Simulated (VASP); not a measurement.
# Sb (R-3m) in VASP: a series of runs

The runs below take Sb through single point, with PBE.

Everything below comes from runs of VASP 6.6.1. Logs are shortened: lines on timing, memory, paths and dates and some standing lists are left out, and cuts for length are marked.

**1. The cell of the first run**

Symmetry: R-3m, No. 166, trigonal system. Conventional cell: a = 4.367 Å, b = 4.367 Å, c = 11.574 Å, α = 90.00°, β = 90.00°, γ = 120.00°. Sb (site symmetry 3m) has 6 Sb at 2.94 to 3.44 Å within 3.9 Å.

**2. Single point, PBE**

Contents of INCAR:

```
  PREC = Accurate
  ENCUT = 500
  EDIFF = 1E-6
  ISMEAR = -1
  SIGMA = 0.0816
  LREAL = False
  LASPH = True
  NELM = 120
  ALGO = Normal
  ISIF = 2
  LWAVE = False
  LCHARG = False
  GGA = PE
  NBANDS = 12
  GGA_COMPAT = False
```

Contents of KPOINTS:

```
regular mesh
0
Gamma
  7 7 7
```

Contents of POSCAR:

```
Sb
1.0
    2.1837102723     -1.2607657135      3.8578881478
    0.0000000000      2.5215314271      3.8578881478
   -2.1837102723     -1.2607657135      3.8578881478
Sb
2
Direct
    0.2320000000      0.2320000000      0.2320000000
    0.7680000000      0.7680000000      0.7680000000
```

Potentials or basis: VASP PAW PBE potentials, release 64 (Sb).

Started as:

```console
> cat potpaw_PBE.64/Sb/POTCAR > POTCAR
> mpirun -np 1 vasp_std > vasp.out
```

OUTCAR:

```text
PREC = Accurate
   ENCUT = 500
   EDIFF = 1E-6
   ISMEAR = -1
   LREAL = False
   LASPH = True
   NELM = 120
   ISIF = 2
   GGA = PE

 ion  position               nearest neighbor table
   1  0.232  0.232  0.232-   2 2.94   2 2.94   2 2.94   2 3.44   2 3.44   2 3.44
   2  0.768  0.768  0.768-   1 2.94   1 2.94   1 2.94   1 3.44   1 3.44   1 3.44

  LATTYP: Found a trigonal (rhomboedric) cell.
 ALAT       =     4.6088416873
 COS(alpha) =     0.5510102270

  Lattice vectors:

 A1 = (   2.1837102723,  -1.2607657135,   3.8578881478)
 A2 = (   0.0000000000,   2.5215314271,   3.8578881478)
 A3 = (  -2.1837102723,  -1.2607657135,   3.8578881478)

Analysis of symmetry for initial positions (statically):
=====================================================================
 Subroutine PRICEL returns:
 Original cell was already a primitive cell.

 Routine SETGRP: Setting up the symmetry group for a
 trigonal (rhombohedral) supercell.

 Subroutine GETGRP returns: Found 12 space group operations
 (whereof 12 operations were pure point group operations)
 out of a pool of 12 trial point group operations.

The static configuration has the point symmetry D_3d.

Analysis of symmetry for dynamics (positions and initial velocities):
=====================================================================
 Subroutine PRICEL returns:
 Original cell was already a primitive cell.

 Routine SETGRP: Setting up the symmetry group for a
 trigonal (rhombohedral) supercell.

 Subroutine GETGRP returns: Found 12 space group operations
 (whereof 12 operations were pure point group operations)
 out of a pool of 12 trial point group operations.

The dynamic configuration has the point symmetry D_3d.

 Subroutine INISYM returns: Found 12 space group operations
 (whereof 12 operations are pure point group operations),
 and found     1 'primitive' translations

----------------------------------------------------------------------------------------

                                     Primitive cell

  volume of cell :      63.7280

  direct lattice vectors                    reciprocal lattice vectors
     2.183710272 -1.260765714  3.857888148     0.228968104 -0.132194796  0.086403058
     0.000000000  2.521531427  3.857888148     0.000000000  0.264389593  0.086403058
    -2.183710272 -1.260765714  3.857888148    -0.228968104 -0.132194796  0.086403058

  length of vectors
     4.608841687  4.608841687  4.608841687     0.278149861  0.278149861  0.278149861

  position of ions in fractional coordinates (direct lattice)
     0.232000000  0.232000000  0.232000000
     0.768000000  0.768000000  0.768000000

  ion indices of the primitive-cell ions
   primitive index   ion index
                 1           1
                 2           2

----------------------------------------------------------------------------------------

 KPOINTS: regular mesh

Automatic generation of k-mesh.
 Grid dimensions read from file:
 generate k-points for:    7    7    7

 Generating k-lattice:

  Cartesian coordinates                     Fractional coordinates (reciprocal lattice)
     0.032709729 -0.018884971  0.012343294     0.142857143  0.000000000 -0.000000000
     0.000000000  0.037769942  0.012343294     0.000000000  0.142857143  0.000000000
    -0.032709729 -0.018884971  0.012343294    -0.000000000  0.000000000  0.142857143

  Length of vectors
     0.039735694  0.039735694  0.039735694

  Shift w.r.t. Gamma in fractional coordinates (k-lattice)
     0.000000000  0.000000000  0.000000000

 Subroutine IBZKPT returns following result:
 ===========================================

 Found     44 irreducible k-points:

 Following reciprocal coordinates:
            Coordinates               Weight
  0.000000  0.000000  0.000000      1.000000
  0.142857  0.000000  0.000000      6.000000
  0.285714  0.000000  0.000000      6.000000
  0.428571  0.000000 -0.000000      6.000000
  0.142857  0.142857  0.000000      6.000000
  0.285714  0.142857  0.000000     12.000000
[... 16 lines left out ...]
  0.285714  0.285714  0.142857      6.000000
  0.428571  0.285714  0.142857     12.000000
 [... further k-points ...]
   k-points           NKPTS =     44   k-points in BZ     NKDIM =     44   number of bands    NBANDS=     12
   number of dos      NEDOS =    301   number of ions     NIONS =      2
   total plane-waves  NPLWV =  46656
   dimension x,y,z NGX =    36 NGY =   36 NGZ =   36
   dimension x,y,z NGXF=    72 NGYF=   72 NGZF=   72
   ions per type =               2
   NGX,Y,Z   is equivalent  to a cutoff of  12.99, 12.99, 12.99 a.u.
   NGXF,Y,Z  is equivalent  to a cutoff of  25.97, 25.97, 25.97 a.u.
 SYSTEM =  unknown system
   PREC   = accura    normal or accurate (medium, high low for compatibility)
   ISTART =      0    job   : 0-new  1-cont  2-samecut
   ICHARG =      2    charge: 1-file 2-atom 10-const
   ISPIN  =      1    spin polarized calculation?
   LNONCOLLINEAR =      F non collinear calculations
   LSORBIT =      F    spin-orbit coupling
   LASPH  =      T    aspherical Exc in radial PAW
   ENCUT  =  500.0 eV  36.75 Ry    6.06 a.u.   8.40  8.40  8.40*2*pi/ulx,y,z
   NELM   =    120;   NELMIN=  2; NELMDL= -5     # of ELM steps
   EDIFF  = 0.1E-05   stopping-criterion for ELM
   LREAL  =      F    real-space projection
   EDIFFG = 0.1E-04   stopping-criterion for IOM
   NSW    =      0    number of steps for IOM
   IBRION =     -1    ionic relax: 0-MD 1-quasi-New 2-CG
   NFREE  =      0    steps in history (QN), initial steepest desc. (CG)
   ISIF   =      2    stress and relaxation
   ISYM   =      2    0-nonsym 1-usesym 2-fastsym
   POTIM  = 0.5000    time-step for ionic-motion
   TEBEG  =    0.0;   TEEND  =   0.0 temperature during run
   PSTRESS=    0.0 pullay stress
   NELECT =      10.0000    total number of electrons
   NUPDOWN=      -1.0000    fix difference up-down
   EMIN   =  10.00;   EMAX   =-10.00  energy-range for DOS
   EFERMI =   0.00;   METHOD = LEGACY
   ISMEAR =    -1;   SIGMA  =   0.08  broadening in eV -4-tet -1-fermi 0-gaus
   EFERMI_NEDOS =   21; number of points for ismear=-14 and -15
   IALGO  =     38    algorithm
   IMIX   =      4    mixing-type and parameters
     AMIX     =   0.40;   BMIX     =  1.00
     AMIX_MAG =   1.60;   BMIX_MAG =  1.00
  volume/ion in A,a.u.               =      31.86       215.03
  Fermi-wavevector in a.u.,A,eV,Ry     =   0.883008  1.668644 10.608510  0.779703
  Thomas-Fermi vector in A             =   2.003716
   LORBIT       =      0    0 simple, 1 ext, 2 COOP (PROOUT), +10 PAW based schemes
   GGA     = PE    functional components
   LHFCALC =     F    Hartree Fock is set to
   AEXX    =    0.0000 exact exchange contribution
   IVDW    =     0    specifies the selected vdW correction
   LEPSILON=     F    determine dielectric tensor
   LRPA    =     F    only Hartree local field effects (RPA)
 non-spin polarized calculation
  energy-cutoff  :      500.00
  volume of cell :       63.73
 maximum number of plane-waves:      1631
 NGX is ok and might be reduce to    36
   NGX = 17   NGY = 17   NGZ = 17

 number of electron      10.0000000 magnetization

 Free energy of the ion-electron system (eV)
  ---------------------------------------------------
  ext. energy  EPLUGINS =         0.00000000
  ---------------------------------------------------
  free energy    TOTEN  =        -8.29483851 eV

  energy without entropy =       -8.29084933  energy(sigma->0) =       -8.29284392

 E-fermi :   6.6071     XC(G=0):  -9.2956

 val. band max:        6.4618021671   @ k =   0.4286   0.2857   0.2857
 cond. band min:       6.7368765456   @ k =   0.4286   0.0000  -0.0000
 fundamental gap:      0.2750743784
 Fermi energy:         6.6071219780

 k-point     1 :       0.0000    0.0000    0.0000
  band No.  band energies     occupation
      1      -5.7190      2.00000
      2       1.5718      2.00000
      3       4.6715      2.00000
      4       4.9395      2.00000
      5       4.9395      2.00000
      6       8.5333      0.00000
      7       9.2014      0.00000
      8       9.2014      0.00000
      9      11.8486      0.00000
     10      11.8486      0.00000
     11      11.9967      0.00000
     12      13.3366      0.00000

 k-point     2 :       0.1429    0.0000    0.0000
  band No.  band energies     occupation
      1      -5.5053      2.00000
      2       0.8056      2.00000
      3       4.7037      2.00000
      4       4.8756      2.00000
      5       5.1640      2.00000
      6       8.4223      0.00000
      7       8.6988      0.00000
      8       8.7837      0.00000
      9      11.2499      0.00000
     10      11.7142      0.00000
     11      11.9753      0.00000
     12      14.5786      0.00000

 k-point     3 :       0.2857    0.0000    0.0000
  band No.  band energies     occupation
      1      -4.8747      2.00000
      2      -0.7400      2.00000
      3       4.6929      2.00000
      4       4.7658      2.00000
      5       5.6198      1.99999
      6       7.5693      0.00002
      7       7.7880      0.00000
      8       7.9576      0.00000
      9      11.8244      0.00000
     10      12.4548      0.00000
     11      13.0504      0.00000
     12      16.9047      0.00000
[... 286 lines left out ...]
 k-point    23 :       0.2857    0.2857    0.1429
  band No.  band energies     occupation
      1      -5.0846      2.00000
      2      -0.2802      2.00000
      3       3.9790      2.00000
      4       4.3257      2.00000
      5       5.8772      1.99974
      6       7.6806      0.00000
      7       8.9635      0.00000
      8       9.2615      0.00000
      9      11.0998      0.00000
     10      13.1403      0.00000
     11      13.7332      0.00000
     12      14.7520      0.00000

 k-point    24 :       0.4286    0.2857    0.1429
  band No.  band energies     occupation
      1      -4.5441      2.00000
      2      -0.9637      2.00000
      3       2.9369      2.00000
      4       3.9155      2.00000
      5       5.4942      2.00000
      6       8.0347      0.00000
      7       9.1596      0.00000
      8       9.9749      0.00000
      9      11.3171      0.00000
     10      13.9051      0.00000
     11      14.8203      0.00000
     12      15.2009      0.00000

 [... further k-points ...]

------------------------ aborting loop because EDIFF is reached ----------------------------------------

  FORCE on cell =-STRESS in cart. coord.  units (eV):
  Direction    XX          YY          ZZ          XY          YZ          ZX
  --------------------------------------------------------------------------------------
  -------------------------------------------------------------------------------------
  Total        0.1447682      0.1447682      0.0198975      0.0000000      0.0000000      0.0000000
  in kB        3.6395991      3.6395991      0.5002399      0.0000000      0.0000000      0.0000000
  external PRESSURE =       2.5931460 kB  Pullay stress =       0.0000000 kB

 VOLUME and BASIS-vectors are now :
 -----------------------------------------------------------------------------
  energy-cutoff  :      500.00
  volume of cell :       63.73
      direct lattice vectors                 reciprocal lattice vectors
     2.183710272 -1.260765714  3.857888148     0.228968104 -0.132194796  0.086403058
     0.000000000  2.521531427  3.857888148     0.000000000  0.264389593  0.086403058
    -2.183710272 -1.260765714  3.857888148    -0.228968104 -0.132194796  0.086403058

 POSITION                                       TOTAL-FORCE (eV/Angst)
 -----------------------------------------------------------------------------------
      0.00000      0.00000      2.68509         0.000000      0.000000      0.080244
      0.00000      0.00000      8.88857         0.000000     -0.000000     -0.080244
 -----------------------------------------------------------------------------------
    total drift:                                0.000000     -0.000000     -0.000000

  FREE ENERGIE OF THE ION-ELECTRON SYSTEM (eV)
  ---------------------------------------------------
  free  energy   TOTEN  =        -8.2948385102 eV

  energy  without entropy=       -8.2908493273  energy(sigma->0) =       -8.29284392
```

It took 65 s on 1 thread of Intel Xeon 8259CL, shared host; peak memory 0.18 GiB.

What came out:

| Property | Result |
| --- | --- |
| Free energy | -8.2948 eV |
| Pressure | 0.3 GPa |
| Largest force | 0.080 eV/Å |

Forces on the atoms (eV/Å):
```
Sb   0.000  0.000  0.080
Sb   0.000  0.000 -0.080
```

Levels at points of the mesh, in eV from the Fermi level:
| k point | band 2 | band 3 | band 4 | band 5 | band 6 | band 7 | band 8 | band 9 |
| --- | --- | --- | --- | --- | --- | --- | --- | --- |
| (0.00, 0.00, 0.00) | -5.04 | -1.94 | -1.67 | -1.67 | 1.93 | 2.59 | 2.59 | 5.24 |

Caveat: spin-orbit coupling is left out, which moves the levels of the heavy elements.

**3. Single point, PBE**

Contents of INCAR:

```
SYSTEM = Sb
PREC     = Accurate       ! precision mode
ENCUT    = 500            ! plane-wave cutoff, eV
EDIFF    = 1E-6           ! SCF threshold, eV
ISMEAR   = -1             ! smearing method
SIGMA    = 0.0816         ! smearing width, eV
LREAL    = .False.        ! projectors in reciprocal space
LASPH    = .True.         ! aspherical terms in the spheres
NELM     = 120            ! most SCF steps
ALGO     = Normal         ! electronic algorithm
ISIF     = 2              ! what is computed and relaxed
LWAVE    = .False.        ! write WAVECAR
LCHARG   = .False.        ! write CHGCAR
GGA      = PE             ! functional
NBANDS   = 12             ! bands
GGA_COMPAT= .False.
```

Contents of KPOINTS:

```
Automatic mesh
0
Gamma
  7 7 7
  0 0 0
```

POSCAR is that of step 2.

Potentials or basis: VASP PAW PBE potentials, release 64 (Sb).

Started as:

```console
> cat potpaw_PBE.64/Sb/POTCAR > POTCAR
> mpirun -np 1 vasp_std > vasp.out
```

OUTCAR:

```text
SYSTEM = Sb
   PREC = Accurate
   ENCUT = 500
   EDIFF = 1E-6
   ISMEAR = -1
   LREAL = .False.
   LASPH = .True.
   NELM = 120
   ISIF = 2
   GGA = PE

 ion  position               nearest neighbor table
   1  0.232  0.232  0.232-   2 2.94   2 2.94   2 2.94   2 3.44   2 3.44   2 3.44
   2  0.768  0.768  0.768-   1 2.94   1 2.94   1 2.94   1 3.44   1 3.44   1 3.44

  LATTYP: Found a trigonal (rhomboedric) cell.
 ALAT       =     4.6088416873
 COS(alpha) =     0.5510102270

  Lattice vectors:

 A1 = (   2.1837102723,  -1.2607657135,   3.8578881478)
 A2 = (   0.0000000000,   2.5215314271,   3.8578881478)
 A3 = (  -2.1837102723,  -1.2607657135,   3.8578881478)

Analysis of symmetry for initial positions (statically):
=====================================================================
 Subroutine PRICEL returns:
 Original cell was already a primitive cell.

 Routine SETGRP: Setting up the symmetry group for a
 trigonal (rhombohedral) supercell.

 Subroutine GETGRP returns: Found 12 space group operations
 (whereof 12 operations were pure point group operations)
 out of a pool of 12 trial point group operations.

[... 175 lines left out ...]
      5       4.9395      2.00000
      6       8.5333      0.00000
      7       9.2014      0.00000
      8       9.2014      0.00000
      9      11.8486      0.00000
     10      11.8486      0.00000
     11      11.9967      0.00000
     12      13.3366      0.00000
[... 331 lines left out ...]
 k-point    24 :       0.4286    0.2857    0.1429
  band No.  band energies     occupation
      1      -4.5441      2.00000
      2      -0.9637      2.00000
      3       2.9369      2.00000
      4       3.9155      2.00000
      5       5.4942      2.00000
      6       8.0347      0.00000
      7       9.1596      0.00000
      8       9.9749      0.00000
      9      11.3171      0.00000
     10      13.9051      0.00000
     11      14.8203      0.00000
     12      15.2009      0.00000

 [... further k-points ...]

------------------------ aborting loop because EDIFF is reached ----------------------------------------

  FORCE on cell =-STRESS in cart. coord.  units (eV):
  Direction    XX          YY          ZZ          XY          YZ          ZX
  --------------------------------------------------------------------------------------
  -------------------------------------------------------------------------------------
  Total        0.1447682      0.1447682      0.0198975      0.0000000      0.0000000      0.0000000
  in kB        3.6395991      3.6395991      0.5002399      0.0000000      0.0000000      0.0000000
  external PRESSURE =       2.5931460 kB  Pullay stress =       0.0000000 kB

 VOLUME and BASIS-vectors are now :
 -----------------------------------------------------------------------------
  energy-cutoff  :      500.00
  volume of cell :       63.73
      direct lattice vectors                 reciprocal lattice vectors
     2.183710272 -1.260765714  3.857888148     0.228968104 -0.132194796  0.086403058
     0.000000000  2.521531427  3.857888148     0.000000000  0.264389593  0.086403058
    -2.183710272 -1.260765714  3.857888148    -0.228968104 -0.132194796  0.086403058

 POSITION                                       TOTAL-FORCE (eV/Angst)
 -----------------------------------------------------------------------------------
      0.00000      0.00000      2.68509         0.000000      0.000000      0.080244
      0.00000      0.00000      8.88857         0.000000     -0.000000     -0.080244
 -----------------------------------------------------------------------------------
    total drift:                                0.000000     -0.000000     -0.000000

  FREE ENERGIE OF THE ION-ELECTRON SYSTEM (eV)
  ---------------------------------------------------
  free  energy   TOTEN  =        -8.2948385102 eV

  energy  without entropy=       -8.2908493273  energy(sigma->0) =       -8.29284392
```

OSZICAR:

```text
N       E                     dE             d eps       ncg     rms          rms(c)
DAV:   1     0.337801154148E+02    0.33780E+02   -0.35289E+03  1056   0.636E+02
DAV:   2    -0.631684694673E+01   -0.40097E+02   -0.38546E+02  1424   0.106E+02
DAV:   3    -0.827837274005E+01   -0.19615E+01   -0.19480E+01  1276   0.255E+01
DAV:   4    -0.829537488078E+01   -0.17002E-01   -0.17000E-01  1228   0.287E+00
DAV:   5    -0.829559981542E+01   -0.22493E-03   -0.22493E-03  1320   0.361E-01    0.282E+00
DAV:   6    -0.829502118128E+01    0.57863E-03   -0.23699E-03  1252   0.329E-01    0.170E+00
DAV:   7    -0.829468033347E+01    0.34085E-03   -0.58289E-03  1236   0.503E-01    0.828E-02
DAV:   8    -0.829480846626E+01   -0.12813E-03   -0.16458E-04  1308   0.783E-02    0.230E-02
DAV:   9    -0.829483776483E+01   -0.29299E-04   -0.40000E-05  1208   0.374E-02    0.473E-03
DAV:  10    -0.829483851016E+01   -0.74534E-06   -0.35779E-06  1292   0.103E-02
   1 F= -.82948385E+01 E0= -.82928439E+01  d E =-.398918E-02
```

stdout:

```text
POSCAR found type information on POSCAR Sb
 POSCAR found :  1 types and       2 ions
 scaLAPACK will be used
 LDA part: xc-table for (Slater+PW92), standard interpolation
 POSCAR, INCAR and KPOINTS ok, starting setup
 FFT: planning ... GRIDC
 FFT: planning ... GRID_SOFT
 FFT: planning ... GRID
 WAVECAR not read
 entering main loop
```

Run time: 65 s. Hardware: 1 thread of Intel Xeon 8259CL, shared host; peak memory 0.18 GiB.

Results:

| Quantity | Value |
| --- | --- |
| Free energy | -8.2948 eV |
| Pressure | 0.3 GPa |
| Largest force | 0.080 eV/Å |

Forces in eV/Å, atoms in the order of the input:
```
Sb   0.000  0.000  0.080
Sb   0.000  0.000 -0.080
```

Levels at points of the mesh, in eV from the Fermi level:
```csv
k point,band 2,band 3,band 4,band 5,band 6,band 7,band 8,band 9
"(0.00, 0.00, 0.00)",-5.04,-1.94,-1.67,-1.67,1.93,2.59,2.59,5.24
```

Caveat: spin-orbit coupling is left out, which moves the levels of the heavy elements.
